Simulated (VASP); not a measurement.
# Eu (Im-3m) in VASP: a series of runs, part 2 of 2

VASP 6.6.1.

## 3. Single point, revPBE+D4, collinear spin, ferromagnetic start

File INCAR:

```
PREC = Accurate ; ENCUT = 520
EDIFF = 1E-7 ; ISMEAR = 0
SIGMA = 0.01 ; LREAL = False
LASPH = True ; NELM = 150
ALGO = Normal ; ISIF = 2
LWAVE = False ; LCHARG = True
ISPIN = 2 ; MAGMOM = 7
LORBIT = 11 ; LMAXMIX = 6
GGA = RE ; IVDW = 13
LELF = True ; LVHAR = True
NBANDS = 14
```

File KPOINTS:

```
Automatic mesh
0
Gamma
  8 8 8
```

File POSCAR:

```
Eu
1.0
   -2.3030000000      2.3030000000      2.3030000000
    2.3030000000     -2.3030000000      2.3030000000
    2.3030000000      2.3030000000     -2.3030000000
Eu
1
Direct
    0.0000000000      0.0000000000      0.0000000000
```

Potentials or basis: VASP PAW PBE potentials, release 64 (Eu_2), 4f in core.

On the command line:

```sh
$ cat potpaw_PBE.64/Eu_2/POTCAR > POTCAR
$ mpirun -np 1 vasp_std > vasp.out
```

OUTCAR:

```text
PREC = Accurate
   ENCUT = 520
   EDIFF = 1E-7
   ISMEAR = 0
   LREAL = False
   LASPH = True
   NELM = 150
   ISIF = 2
   ISPIN = 2
   LORBIT = 11
   GGA = RE
   IVDW = 13

 ion  position               nearest neighbor table
   1  0.000  0.000  0.000-

  LATTYP: Found a body centered cubic cell.
 ALAT       =     4.6060000000

  Lattice vectors:

 A1 = (  -2.3030000000,   2.3030000000,   2.3030000000)
 A2 = (   2.3030000000,  -2.3030000000,   2.3030000000)
 A3 = (   2.3030000000,   2.3030000000,  -2.3030000000)

Analysis of symmetry for initial positions (statically):
=====================================================================
 Subroutine PRICEL returns:
 Original cell was already a primitive cell.

 Routine SETGRP: Setting up the symmetry group for a
 body centered cubic supercell.

 Subroutine GETGRP returns: Found 48 space group operations
 (whereof 48 operations were pure point group operations)
 out of a pool of 48 trial point group operations.

The static configuration has the point symmetry O_h .

Analysis of symmetry for dynamics (positions and initial velocities):
=====================================================================
[... 990 lines left out ...]
      4       0.8286      1.00000
      5       2.0083      0.00000
      6       3.8303      0.00000
      7       4.0167      0.00000
      8       5.4903      0.00000
      9       6.2116      0.00000
     10       9.3394      0.00000
     11      10.4525      0.00000
     12      11.0710      0.00000
     13      13.2974      0.00000
     14      15.1958      0.00000

 [... further k-points ...]

------------------------ aborting loop because EDIFF is reached ----------------------------------------

  DFT-D4 for vdW energy calculation

  Edisp (eV):   -0.19287

  FORCE on cell =-STRESS in cart. coord.  units (eV):
  Direction    XX          YY          ZZ          XY          YZ          ZX
  --------------------------------------------------------------------------------------
  -------------------------------------------------------------------------------------
  Total      -0.27954    -0.27954    -0.27954     0.00000     0.00000     0.00000
  in kB      -9.16672    -9.16672    -9.16672     0.00000     0.00000     0.00000
  external pressure =       -9.17 kB  Pullay stress =        0.00 kB

 VOLUME and BASIS-vectors are now :
 -----------------------------------------------------------------------------
  energy-cutoff  :      520.00
  volume of cell :       48.86
      direct lattice vectors                 reciprocal lattice vectors
    -2.303000000  2.303000000  2.303000000     0.000000000  0.217108120  0.217108120
     2.303000000 -2.303000000  2.303000000     0.217108120  0.000000000  0.217108120
     2.303000000  2.303000000 -2.303000000     0.217108120  0.217108120  0.000000000

 POSITION                                       TOTAL-FORCE (eV/Angst)
 -----------------------------------------------------------------------------------
      0.00000      0.00000      0.00000         0.000000     -0.000000     -0.000000
 -----------------------------------------------------------------------------------
    total drift:                               -0.000000     -0.000000      0.000000

  FREE ENERGIE OF THE ION-ELECTRON SYSTEM (eV)
  ---------------------------------------------------
  free  energy   TOTEN  =        -1.8252055633 eV

  energy  without entropy=       -1.8250905759  energy(sigma->0) =       -1.82514807

 total charge

# of ion       s       p       d       tot
------------------------------------------
    1        0.423   6.244   0.382   7.049

 magnetization (x)

# of ion       s       p       d       tot
------------------------------------------
    1       -0.001  -0.003  -0.002  -0.006
```

OSZICAR:

```text
N       E                     dE             d eps       ncg     rms          rms(c)
DAV:   1     0.280889733434E+02    0.28089E+02   -0.29726E+03  1648   0.476E+02
DAV:   2     0.507150247438E+01   -0.23017E+02   -0.22052E+02  1838   0.146E+02
DAV:   3     0.433882084921E+01   -0.73268E+00   -0.71875E+00  2424   0.196E+01
DAV:   4     0.432963362866E+01   -0.91872E-02   -0.91838E-02  2056   0.178E+00
DAV:   5     0.432953421300E+01   -0.99416E-04   -0.99415E-04  2334   0.169E-01    0.230E+01
DAV:   6    -0.123306996461E+01   -0.55626E+01   -0.86086E-01  2550   0.633E+00    0.122E+01
DAV:   7    -0.160052546695E+01   -0.36746E+00   -0.25515E-01  2480   0.270E+00    0.263E+00
DAV:   8    -0.162424271051E+01   -0.23717E-01   -0.23964E-02  2602   0.836E-01    0.155E+00
DAV:   9    -0.163084161759E+01   -0.65989E-02   -0.24320E-02  1882   0.524E-01    0.496E-01
DAV:  10    -0.163197911317E+01   -0.11375E-02   -0.19211E-03  1986   0.207E-01    0.226E-01
DAV:  11    -0.163231704952E+01   -0.33794E-03   -0.54950E-04  2100   0.768E-02    0.372E-02
DAV:  12    -0.163232151160E+01   -0.44621E-05   -0.17483E-05  2068   0.156E-02    0.208E-02
DAV:  13    -0.163232810201E+01   -0.65904E-05   -0.14209E-05  1888   0.134E-02    0.129E-02
DAV:  14    -0.163232988619E+01   -0.17842E-05   -0.12351E-06  2252   0.571E-03    0.767E-03
DAV:  15    -0.163233067013E+01   -0.78394E-06   -0.94132E-07  2172   0.378E-03    0.427E-03
DAV:  16    -0.163233093253E+01   -0.26240E-06   -0.34261E-07  2538   0.217E-03    0.785E-04
DAV:  17    -0.163233094986E+01   -0.17334E-07   -0.12848E-08   968   0.603E-04
   1 F= -.18252056E+01 E0= -.18251481E+01  d E =-.114987E-03  mag=    -0.0100
```

stdout:

```text
POSCAR found type information on POSCAR Eu
 POSCAR found :  1 types and       1 ions
 scaLAPACK will be used
 -----------------------------------------------------------------------------
|                                                                             |
|                                                                             |
|     You enforced a specific xc type in the INCAR file but a different       |
|     I HOPE YOU KNOW WHAT YOU ARE DOING!                                     |
|                                                                             |
 -----------------------------------------------------------------------------

 LDA part: xc-table for (Slater+PW92), standard interpolation
 POSCAR, INCAR and KPOINTS ok, starting setup
 FFT: planning ... GRIDC
 FFT: planning ... GRID_SOFT
 FFT: planning ... GRID
 WAVECAR not read
 entering main loop
```

It took 27 s on 1 thread of Intel Xeon Platinum 8559C (Emerald Rapids), shared host; peak memory 0.2 GiB.

What came out:

```
Free energy                                           : -1.8252 eV
Pressure                                              : -0.9 GPa
Band gap on the k mesh                                : zero (filled and empty bands overlap)
Net moment                                            : -0.01 μB per cell
Valence electrons inside the program's atomic spheres : Eu 7.05
Dispersion energy per atom                            : -0.193 eV
```

Caveat: the PAW data sets were made with another functional, which shifts forces and pressure a little; spin-orbit coupling is left out, which moves the levels of the heavy elements; the 4f electrons are frozen in the core, so they carry no moment and show no levels; pairwise dispersion overbinds metals, which lowers pressure and volume.

## 4. Single point, PBEsol, collinear spin, ferromagnetic start (volume scaled by 0.94)

File INCAR:

```
SYSTEM = Eu
PREC = Accurate
ENCUT = 520
EDIFF = 1E-7
ISMEAR = -1
SIGMA = 0.05
LREAL = .False.
LASPH = .True.
NELM = 150
ALGO = Normal
ISIF = 2
LWAVE = .False.
LCHARG = .False.
ISPIN = 2
MAGMOM = 7
LORBIT = 11
LMAXMIX = 6
GGA = PS
NBANDS = 18
```

File KPOINTS:

```
regular mesh
0
Gamma
  8 8 8
  0 0 0
```

File POSCAR:

```
Eu
1.0
   -2.2559868084      2.2559868084      2.2559868084
    2.2559868084     -2.2559868084      2.2559868084
    2.2559868084      2.2559868084     -2.2559868084
Eu
1
Direct
    0.0000000000      0.0000000000      0.0000000000
```

Potentials or basis: VASP PAW PBE potentials, release 64 (Eu).

On the command line:

```sh
$ cat potpaw_PBE.64/Eu/POTCAR > POTCAR
$ mpirun -np 1 vasp_std > vasp.out
```

OUTCAR:

```text
SYSTEM = Eu
   PREC = Accurate
   ENCUT = 520
   EDIFF = 1E-7
   ISMEAR = -1
   LREAL = .False.
   LASPH = .True.
   NELM = 150
   ISIF = 2
   ISPIN = 2
   LORBIT = 11
   GGA = PS

 ion  position               nearest neighbor table
   1  0.000  0.000  0.000-

  LATTYP: Found a body centered cubic cell.
 ALAT       =     4.5119736168

  Lattice vectors:

 A1 = (  -2.2559868084,   2.2559868084,   2.2559868084)
 A2 = (   2.2559868084,  -2.2559868084,   2.2559868084)
 A3 = (   2.2559868084,   2.2559868084,  -2.2559868084)

Analysis of symmetry for initial positions (statically):
=====================================================================
 Subroutine PRICEL returns:
[... 1213 lines left out ...]
  in kB      -24.4893461    -24.4893461    -24.4893461     -0.0000000     -0.0000000      0.0000000
  external PRESSURE =     -24.4893461 kB  Pullay stress =       0.0000000 kB

 VOLUME and BASIS-vectors are now :
 -----------------------------------------------------------------------------
  energy-cutoff  :      520.00
  volume of cell :       45.93
      direct lattice vectors                 reciprocal lattice vectors
    -2.255986808  2.255986808  2.255986808     0.000000000  0.221632502  0.221632502
     2.255986808 -2.255986808  2.255986808     0.221632502  0.000000000  0.221632502
     2.255986808  2.255986808 -2.255986808     0.221632502  0.221632502  0.000000000

 POSITION                                       TOTAL-FORCE (eV/Angst)
 -----------------------------------------------------------------------------------
      0.00000      0.00000      0.00000         0.000000      0.000000     -0.000000
 -----------------------------------------------------------------------------------
    total drift:                               -0.000000     -0.000000      0.000000

  FREE ENERGIE OF THE ION-ELECTRON SYSTEM (eV)
  ---------------------------------------------------
  free  energy   TOTEN  =       -11.6172919095 eV

  energy  without entropy=      -11.6040002081  energy(sigma->0) =      -11.61064606

 total charge

# of ion       s       p       d       f       tot
--------------------------------------------------
    1        2.078   5.687   0.257   6.662  14.684

 magnetization (x)

# of ion       s       p       d       f       tot
--------------------------------------------------
    1       -0.003  -0.086   0.122   6.660   6.693
```

OSZICAR:

```text
N       E                     dE             d eps       ncg     rms          rms(c)
DAV:   1     0.108146781008E+03    0.10815E+03   -0.66136E+03  2512   0.408E+03
DAV:   2     0.777170704748E+01   -0.10038E+03   -0.88529E+02  2676   0.268E+02
DAV:   3    -0.795006819505E+01   -0.15722E+02   -0.15473E+02  3208   0.101E+02
DAV:   4    -0.933245418184E+01   -0.13824E+01   -0.13728E+01  4102   0.236E+01
DAV:   5    -0.939998301754E+01   -0.67529E-01   -0.67436E-01  3602   0.580E+00    0.294E+01
DAV:   6    -0.125909650266E+02   -0.31910E+01   -0.28261E+00  2796   0.156E+01    0.192E+01
DAV:   7    -0.117040614072E+02    0.88690E+00   -0.14642E+00  3140   0.223E+01    0.131E+01
DAV:   8    -0.116334472527E+02    0.70614E-01   -0.65618E-01  3126   0.177E+01    0.490E+00
DAV:   9    -0.116312172246E+02    0.22300E-02   -0.12643E-01  3448   0.739E+00    0.289E+00
DAV:  10    -0.116203984631E+02    0.10819E-01   -0.14924E-02  3710   0.145E+00    0.278E+00
DAV:  11    -0.116215602484E+02   -0.11618E-02   -0.14874E-03  4044   0.215E-01    0.254E+00
DAV:  12    -0.116182504589E+02    0.33098E-02   -0.22495E-03  3166   0.939E-01    0.148E+00
DAV:  13    -0.116172414612E+02    0.10090E-02   -0.25527E-03  3496   0.101E+00    0.204E-01
DAV:  14    -0.116172898425E+02   -0.48381E-04   -0.17335E-04  3630   0.107E-01    0.141E-01
DAV:  15    -0.116172920020E+02   -0.21595E-05   -0.24685E-05  3954   0.437E-02    0.759E-02
DAV:  16    -0.116172915850E+02    0.41705E-06   -0.64584E-06  3754   0.430E-02    0.448E-02
DAV:  17    -0.116172918615E+02   -0.27653E-06   -0.14022E-06  3822   0.157E-02    0.198E-02
DAV:  18    -0.116172919095E+02   -0.47987E-07   -0.49606E-08  2052   0.352E-03
   1 F= -.11617292E+02 E0= -.11610646E+02  d E =-.132917E-01  mag=     7.3101
```

Wall time 94 s (1 thread of Intel Xeon Platinum 8175M at 2.50GHz (Skylake/Cascade Lake), shared host); peak memory 0.22 GiB.

Results:

```
Free energy                                           : -11.6173 eV
Pressure                                              : -2.4 GPa
Net moment                                            : 7.31 μB per cell
Site moments                                          : Eu +6.69 μB
Valence electrons inside the program's atomic spheres : Eu 14.68
```

Caveat: the PAW data sets were made with another functional, which shifts forces and pressure a little; spin-orbit coupling is left out, which moves the levels of the heavy elements.

## 5. The runs side by side

```csv
level,potentials or basis,cell,smearing,gap on the mesh (eV),pressure (GPa),moment (μB)
r2SCAN,"VASP PAW PBE potentials, release 64 (Eu)","a = 3.989 Å, angles 109.5°, 1 atom",fermi-dirac 0.05 eV,none,-1.6,7.73
revPBE+D4,"VASP PAW PBE potentials, release 64 (Eu_2), 4f in core","a = 3.989 Å, angles 109.5°, 1 atom",gaussian 0.01 eV,none,-0.9,0.01
PBEsol,"VASP PAW PBE potentials, release 64 (Eu)","a = 3.907 Å, angles 109.5°, 1 atom",fermi-dirac 0.05 eV,none,-2.4,7.31
```

Alike in all rows: task single point; spin collinear, ferromagnetic start; k mesh 8 × 8 × 8; cutoff (eV) 520.

Caveats: the PAW data sets were made with another functional, which shifts forces and pressure a little; spin-orbit coupling is left out, which moves the levels of the heavy elements; the 4f electrons are frozen in the core, so they carry no moment and show no levels (some runs); pairwise dispersion overbinds metals, which lowers pressure and volume (some runs).

Absolute energies hang on the potentials; compare differences alone.
